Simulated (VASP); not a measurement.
# Zn (Fm-3m) in VASP: a series of runs

Runs on Zn. Level: PBE. Tasks: single point.

All numbers are computed with VASP 6.6.1; they aren't measurements. Logs are shortened: lines on timing, memory, paths and dates and some standing lists are left out, and cuts for length are marked.

### Step 1. The cell of the first run

It takes space group Fm-3m (No. 225, cubic). The conventional cell has a = 3.997 Å, b = 3.997 Å, c = 3.997 Å, α = 90.00°, β = 90.00°, γ = 90.00°. Within 3.7 Å of Zn (site symmetry m-3m) lie 12 Zn at 2.83 Å.

### Step 2. Single point, PBE

Input file INCAR:

```
  ALGO = Normal
  EDIFF = 1E-6
  ENCUT = 520
  GGA = PE
  ISIF = 2
  ISMEAR = 0
  LASPH = True
  LCHARG = True
  LELF = True
  LREAL = False
  LVHAR = True
  LWAVE = False
  NBANDS = 12
  NELM = 60
  PREC = Accurate
  SIGMA = 0.15
```

Input file KPOINTS:

```
k-points
0
Gamma
  22 22 22
```

Input file POSCAR:

```
Zn
1.0
    0.0000000000      1.9986657768      1.9986657768
    1.9986657768      0.0000000000      1.9986657768
    1.9986657768      1.9986657768      0.0000000000
Zn
1
Direct
    0.0000000000      0.0000000000      0.0000000000
```

Potentials or basis: VASP PAW PBE potentials, release 64 (Zn).

Launch:

```console
> cat potpaw_PBE.64/Zn/POTCAR > POTCAR
> mpirun -np 1 vasp_std > vasp.out
```

OUTCAR:

```text
EDIFF = 1E-6
   ENCUT = 520
   GGA = PE
   ISIF = 2
   ISMEAR = 0
   LASPH = True
   LREAL = False
   NELM = 60
   PREC = Accurate

 ion  position               nearest neighbor table
   1  0.000  0.000  0.000-

  LATTYP: Found a face centered cubic cell.
 ALAT       =     3.9973315536

  Lattice vectors:

 A1 = (   0.0000000000,   1.9986657768,   1.9986657768)
 A2 = (   1.9986657768,   0.0000000000,   1.9986657768)
 A3 = (   1.9986657768,   1.9986657768,   0.0000000000)

Analysis of symmetry for initial positions (statically):
=====================================================================
 Subroutine PRICEL returns:
 Original cell was already a primitive cell.

 Routine SETGRP: Setting up the symmetry group for a
 face centered cubic supercell.

 Subroutine GETGRP returns: Found 48 space group operations
 (whereof 48 operations were pure point group operations)
 out of a pool of 48 trial point group operations.

The static configuration has the point symmetry O_h .

Analysis of symmetry for dynamics (positions and initial velocities):
=====================================================================
 Subroutine PRICEL returns:
 Original cell was already a primitive cell.

 Routine SETGRP: Setting up the symmetry group for a
 face centered cubic supercell.

 Subroutine GETGRP returns: Found 48 space group operations
 (whereof 48 operations were pure point group operations)
 out of a pool of 48 trial point group operations.

The dynamic configuration has the point symmetry O_h .

 Subroutine INISYM returns: Found 48 space group operations
 (whereof 48 operations are pure point group operations),
 and found     1 'primitive' translations

----------------------------------------------------------------------------------------

                                     Primitive cell

  volume of cell :      15.9680

  direct lattice vectors                    reciprocal lattice vectors
     0.000000000  1.998665777  1.998665777    -0.250166889  0.250166889  0.250166889
     1.998665777  0.000000000  1.998665777     0.250166889 -0.250166889  0.250166889
     1.998665777  1.998665777  0.000000000     0.250166889  0.250166889 -0.250166889

  length of vectors
     2.826540248  2.826540248  2.826540248     0.433301763  0.433301763  0.433301763

  position of ions in fractional coordinates (direct lattice)
     0.000000000  0.000000000  0.000000000

  ion indices of the primitive-cell ions
   primitive index   ion index
                 1           1

----------------------------------------------------------------------------------------

 KPOINTS: k-points

Automatic generation of k-mesh.
 Grid dimensions read from file:
 generate k-points for:   22   22   22

 Generating k-lattice:

  Cartesian coordinates                     Fractional coordinates (reciprocal lattice)
    -0.011371222  0.011371222  0.011371222     0.045454545  0.000000000  0.000000000
     0.011371222 -0.011371222  0.011371222     0.000000000  0.045454545  0.000000000
     0.011371222  0.011371222 -0.011371222     0.000000000  0.000000000  0.045454545

  Length of vectors
     0.019695535  0.019695535  0.019695535

  Shift w.r.t. Gamma in fractional coordinates (k-lattice)
     0.000000000  0.000000000  0.000000000

 Subroutine IBZKPT returns following result:
 ===========================================

 Found    328 irreducible k-points:

 Following reciprocal coordinates:
            Coordinates               Weight
  0.000000  0.000000  0.000000      1.000000
  0.045455  0.000000  0.000000      8.000000
  0.090909  0.000000  0.000000      8.000000
  0.136364  0.000000  0.000000      8.000000
  0.181818  0.000000  0.000000      8.000000
  0.227273  0.000000  0.000000      8.000000
[... 16 lines left out ...]
  0.500000  0.045455  0.000000     24.000000
 -0.454545  0.045455  0.000000     24.000000
 [... further k-points ...]
   k-points           NKPTS =    328   k-points in BZ     NKDIM =    328   number of bands    NBANDS=     12
   number of dos      NEDOS =    301   number of ions     NIONS =      1
   total plane-waves  NPLWV =  13824
   dimension x,y,z NGX =    24 NGY =   24 NGZ =   24
   dimension x,y,z NGXF=    48 NGYF=   48 NGZF=   48
   ions per type =               1
   NGX,Y,Z   is equivalent  to a cutoff of  14.12, 14.12, 14.12 a.u.
   NGXF,Y,Z  is equivalent  to a cutoff of  28.23, 28.23, 28.23 a.u.
 SYSTEM =  unknown system
   PREC   = accura    normal or accurate (medium, high low for compatibility)
   ISTART =      0    job   : 0-new  1-cont  2-samecut
   ICHARG =      2    charge: 1-file 2-atom 10-const
   ISPIN  =      1    spin polarized calculation?
   LNONCOLLINEAR =      F non collinear calculations
   LSORBIT =      F    spin-orbit coupling
   LASPH  =      T    aspherical Exc in radial PAW
   ENCUT  =  520.0 eV  38.22 Ry    6.18 a.u.   5.26  5.26  5.26*2*pi/ulx,y,z
   NELM   =     60;   NELMIN=  2; NELMDL= -5     # of ELM steps
   EDIFF  = 0.1E-05   stopping-criterion for ELM
   LREAL  =      F    real-space projection
   EDIFFG = 0.1E-04   stopping-criterion for IOM
   NSW    =      0    number of steps for IOM
   IBRION =     -1    ionic relax: 0-MD 1-quasi-New 2-CG
   NFREE  =      0    steps in history (QN), initial steepest desc. (CG)
   ISIF   =      2    stress and relaxation
   ISYM   =      2    0-nonsym 1-usesym 2-fastsym
   POTIM  = 0.5000    time-step for ionic-motion
   TEBEG  =    0.0;   TEEND  =   0.0 temperature during run
   PSTRESS=    0.0 pullay stress
   NELECT =      12.0000    total number of electrons
   NUPDOWN=      -1.0000    fix difference up-down
   EMIN   =  10.00;   EMAX   =-10.00  energy-range for DOS
   EFERMI =   0.00;   METHOD = LEGACY
   ISMEAR =     0;   SIGMA  =   0.15  broadening in eV -4-tet -1-fermi 0-gaus
   EFERMI_NEDOS =   21; number of points for ismear=-14 and -15
   IALGO  =     38    algorithm
   IMIX   =      4    mixing-type and parameters
     AMIX     =   0.40;   BMIX     =  1.00
     AMIX_MAG =   1.60;   BMIX_MAG =  1.00
  volume/ion in A,a.u.               =      15.97       107.76
  Fermi-wavevector in a.u.,A,eV,Ry     =   1.488396  2.812660 30.141282  2.215322
  Thomas-Fermi vector in A             =   2.601436
   LORBIT       =      0    0 simple, 1 ext, 2 COOP (PROOUT), +10 PAW based schemes
   GGA     = PE    functional components
   LHFCALC =     F    Hartree Fock is set to
   AEXX    =    0.0000 exact exchange contribution
   IVDW    =     0    specifies the selected vdW correction
   LEPSILON=     F    determine dielectric tensor
   LRPA    =     F    only Hartree local field effects (RPA)
 non-spin polarized calculation
 Gauss-broadening in eV      SIGMA  =   0.15
  energy-cutoff  :      520.00
  volume of cell :       15.97
 maximum number of plane-waves:       444
 NGX is ok and might be reduce to    24
   NGX = 11   NGY = 11   NGZ = 11

 number of electron      11.9999990 magnetization

 Free energy of the ion-electron system (eV)
  ---------------------------------------------------
  ext. energy  EPLUGINS =         0.00000000
  ---------------------------------------------------
  free energy    TOTEN  =        -1.07816789 eV

  energy without entropy =       -1.07382937  energy(sigma->0) =       -1.07599863

 E-fermi :   2.6961     XC(G=0): -11.3108

 val. band max:        2.6463854980   @ k =  -0.3636   0.2273   0.0909
 cond. band min:       2.6989120970   @ k =  -0.3636   0.3182   0.0909
 fundamental gap:      0.0525265989
 Fermi energy:         2.6961071565

 k-point     1 :       0.0000    0.0000    0.0000
  band No.  band energies     occupation
      1      -7.2248      2.00000
      2      -4.7637      2.00000
      3      -4.7637      2.00000
      4      -4.7637      2.00000
      5      -4.4197      2.00000
      6      -4.4197      2.00000
      7      20.2921      0.00000
      8      20.2921      0.00000
      9      20.2921      0.00000
     10      21.2365      0.00000
     11      23.1438      0.00000
     12      23.1438      0.00000

 k-point     2 :       0.0455    0.0000    0.0000
  band No.  band energies     occupation
      1      -7.1645      2.00000
      2      -4.7684      2.00000
      3      -4.7571      2.00000
      4      -4.7571      2.00000
      5      -4.4217      2.00000
      6      -4.4217      2.00000
      7      19.1281      0.00000
      8      20.0907      0.00000
      9      20.0907      0.00000
     10      21.0022      0.00000
     11      23.4459      0.00000
     12      23.4459      0.00000

 k-point     3 :       0.0909    0.0000    0.0000
  band No.  band energies     occupation
      1      -6.9853      2.00000
      2      -4.7801      2.00000
      3      -4.7390      2.00000
      4      -4.7390      2.00000
      5      -4.4260      2.00000
      6      -4.4260      2.00000
      7      17.0445      0.00000
      8      19.6480      0.00000
      9      19.6480      0.00000
     10      20.8915      0.00000
     11      24.1872      0.00000
     12      24.1872      0.00000
[... 286 lines left out ...]
 k-point    23 :       0.5000    0.0455    0.0000
  band No.  band energies     occupation
      1      -5.3960      2.00000
      2      -4.7744      2.00000
      3      -4.7558      2.00000
      4      -4.1927      2.00000
      5      -4.1603      2.00000
      6      -0.0198      2.00000
      7       1.4594      2.00000
      8      16.7731      0.00000
      9      16.9909      0.00000
     10      19.0714      0.00000
     11      21.6341      0.00000
     12      22.2703      0.00000

 k-point    24 :      -0.4545    0.0455    0.0000
  band No.  band energies     occupation
      1      -5.3947      2.00000
      2      -4.7717      2.00000
      3      -4.7558      2.00000
      4      -4.1871      2.00000
      5      -4.1729      2.00000
      6      -0.3343      2.00000
      7       1.8137      2.00000
      8      16.5086      0.00000
      9      17.2653      0.00000
     10      19.2433      0.00000
     11      21.4145      0.00000
     12      22.3207      0.00000

 [... further k-points ...]

------------------------ aborting loop because EDIFF is reached ----------------------------------------

  FORCE on cell =-STRESS in cart. coord.  units (eV):
  Direction    XX          YY          ZZ          XY          YZ          ZX
  --------------------------------------------------------------------------------------
  -------------------------------------------------------------------------------------
  Total       -0.2797762     -0.2797762     -0.2797762     -0.0000000      0.0000000      0.0000000
  in kB      -28.0718389    -28.0718389    -28.0718389     -0.0000000      0.0000000      0.0000000
  external PRESSURE =     -28.0718389 kB  Pullay stress =       0.0000000 kB

 VOLUME and BASIS-vectors are now :
 -----------------------------------------------------------------------------
  energy-cutoff  :      520.00
  volume of cell :       15.97
      direct lattice vectors                 reciprocal lattice vectors
     0.000000000  1.998665777  1.998665777    -0.250166889  0.250166889  0.250166889
     1.998665777  0.000000000  1.998665777     0.250166889 -0.250166889  0.250166889
     1.998665777  1.998665777  0.000000000     0.250166889  0.250166889 -0.250166889

 POSITION                                       TOTAL-FORCE (eV/Angst)
 -----------------------------------------------------------------------------------
      0.00000      0.00000      0.00000        -0.000000      0.000000      0.000000
 -----------------------------------------------------------------------------------
    total drift:                               -0.000000      0.000000     -0.000000

  FREE ENERGIE OF THE ION-ELECTRON SYSTEM (eV)
  ---------------------------------------------------
  free  energy   TOTEN  =        -1.0781678871 eV

  energy  without entropy=       -1.0738293719  energy(sigma->0) =       -1.07599863
```

It took 15 s on 1 thread of Intel Xeon 6975P-C (Granite Rapids), shared host; peak memory 0.18 GiB.

Results:

| Quantity | Value |
| --- | --- |
| Free energy | -1.0782 eV |
| Pressure | -2.8 GPa |
| Band gap on the k mesh | zero (band 6 reaches 4.46 eV, above the bottom of band 7 at 1.27 eV) |

### Step 3. Single point, PBE

This run uses another cell than the first one, of 16.78 Å³/atom, 1.051 times its volume.

Input file INCAR:

```
  PREC = Accurate
  ENCUT = 520
  EDIFF = 1E-6
  ISMEAR = 0
  SIGMA = 0.15
  LREAL = False
  LASPH = True
  NELM = 60
  ALGO = Normal
  ISIF = 2
  LWAVE = False
  LCHARG = False
  GGA = PE
  NBANDS = 12
```

Input file KPOINTS:

```
Automatic mesh
0
Gamma
  22 22 22
```

Input file POSCAR:

```
Zn
1.0
    0.0000000000      2.0318242558      2.0318242558
    2.0318242558      0.0000000000      2.0318242558
    2.0318242558      2.0318242558      0.0000000000
Zn
1
Direct
    0.0000000000      0.0000000000      0.0000000000
```

Potentials or basis: VASP PAW PBE potentials, release 64 (Zn).

Launch:

```console
> cat potpaw_PBE.64/Zn/POTCAR > POTCAR
> mpirun -np 1 vasp_std > vasp.out
```

Run time: 16 s. Hardware: 1 thread of Intel Xeon 6975P-C (Granite Rapids), shared host; peak memory 0.18 GiB.

Results (log left out):

| Quantity | Value |
| --- | --- |
| Free energy | -1.0577 eV |
| Pressure | -5.1 GPa |
| Band gap on the k mesh | zero (band 6 reaches 4.14 eV, above the bottom of band 7 at 0.87 eV) |

Levels at points of the mesh, in eV from the Fermi level:
```tsv
k point	band 3	band 4	band 5	band 6	band 7	band 8	band 9	band 10
(0.00, 0.00, 0.00)	-7.33	-7.33	-7.02	-7.02	16.95	16.95	16.95	18.19
(0.50, 0.00, 0.00)	-7.34	-6.79	-6.79	-2.44	-1.49	14.16	14.16	16.80
(0.50, 0.50, 0.00)	-6.80	-6.73	-6.73	-0.70	1.41	7.98	7.98	11.50
```

### Step 4. Single point, PBE

This run uses another cell than the first one, of 17.58 Å³/atom, 1.101 times its volume.

Input file INCAR:

```
PREC = Accurate ; ENCUT = 520
EDIFF = 1E-7 ; ISMEAR = 0
SIGMA = 0.15 ; LREAL = F
LASPH = T ; NELM = 80
ALGO = Normal ; ISIF = 2
LWAVE = F ; LCHARG = F
GGA = PE ; NBANDS = 12
```

KPOINTS is that of step 3.

Input file POSCAR:

```
Zn
1.0
    0.0000000000      2.0639735414      2.0639735414
    2.0639735414      0.0000000000      2.0639735414
    2.0639735414      2.0639735414      0.0000000000
Zn
1
Direct
    0.0000000000      0.0000000000      0.0000000000
```

Potentials or basis: VASP PAW PBE potentials, release 64 (Zn).

Launch:

```console
> cat potpaw_PBE.64/Zn/POTCAR > POTCAR
> mpirun -np 1 vasp_std > vasp.out
```

OUTCAR:

```text
PREC = Accurate
   ENCUT = 520
   EDIFF = 1E-7
   ISMEAR = 0
   LREAL = F
   LASPH = T
   NELM = 80
   ISIF = 2
   GGA = PE

 ion  position               nearest neighbor table
   1  0.000  0.000  0.000-

  LATTYP: Found a face centered cubic cell.
 ALAT       =     4.1279470828

  Lattice vectors:

 A1 = (   0.0000000000,   2.0639735414,   2.0639735414)
 A2 = (   2.0639735414,   0.0000000000,   2.0639735414)
 A3 = (   2.0639735414,   2.0639735414,   0.0000000000)
[... 538 lines left out ...]
     11      19.8018      0.00000
     12      20.6736      0.00000

 [... further k-points ...]

------------------------ aborting loop because EDIFF is reached ----------------------------------------

  FORCE on cell =-STRESS in cart. coord.  units (eV):
  Direction    XX          YY          ZZ          XY          YZ          ZX
  --------------------------------------------------------------------------------------
  -------------------------------------------------------------------------------------
  Total       -0.7336932     -0.7336932     -0.7336932      0.0000000     -0.0000000      0.0000000
  in kB      -66.8471179    -66.8471179    -66.8471179      0.0000000     -0.0000000      0.0000000
  external PRESSURE =     -66.8471179 kB  Pullay stress =       0.0000000 kB

 VOLUME and BASIS-vectors are now :
 -----------------------------------------------------------------------------
  energy-cutoff  :      520.00
  volume of cell :       17.58
      direct lattice vectors                 reciprocal lattice vectors
     0.000000000  2.063973541  2.063973541    -0.242251167  0.242251167  0.242251167
     2.063973541  0.000000000  2.063973541     0.242251167 -0.242251167  0.242251167
     2.063973541  2.063973541  0.000000000     0.242251167  0.242251167 -0.242251167

 POSITION                                       TOTAL-FORCE (eV/Angst)
 -----------------------------------------------------------------------------------
      0.00000      0.00000      0.00000         0.000000      0.000000      0.000000
 -----------------------------------------------------------------------------------
    total drift:                                0.000000      0.000000      0.000000

  FREE ENERGIE OF THE ION-ELECTRON SYSTEM (eV)
  ---------------------------------------------------
  free  energy   TOTEN  =        -1.0276354635 eV

  energy  without entropy=       -1.0231139535  energy(sigma->0) =       -1.02537471
```

stdout:

```text
POSCAR found type information on POSCAR Zn
 POSCAR found :  1 types and       1 ions
 scaLAPACK will be used
 LDA part: xc-table for (Slater+PW92), standard interpolation
 POSCAR, INCAR and KPOINTS ok, starting setup
 FFT: planning ... GRIDC
 FFT: planning ... GRID_SOFT
 FFT: planning ... GRID
 WAVECAR not read
 entering main loop
```

Wall time 17 s (1 thread of Intel Xeon 6975P-C (Granite Rapids), shared host); peak memory 0.19 GiB.

What came out:

* Free energy: -1.0276 eV
* Pressure: -6.7 GPa
* Band gap on the k mesh: zero (band 6 reaches 3.84 eV, above the bottom of band 7 at 0.52 eV)

### Step 5. The runs side by side

| cell | gap on the mesh (eV) | pressure (GPa) |
| --- | --- | --- |
| a = 2.827 Å, angles 60.0°, 1 atom | none | -2.8 |
| a = 2.873 Å, angles 60.0°, 1 atom | none | -5.1 |
| a = 2.919 Å, angles 60.0°, 1 atom | none | -6.7 |

Alike in all rows: task single point; level PBE; potentials or basis VASP PAW PBE potentials, release 64 (Zn); no spin polarisation; k mesh 22 × 22 × 22; cutoff (eV) 520; smearing gaussian 0.15 eV.

Absolute energies hang on the potentials; compare differences alone.
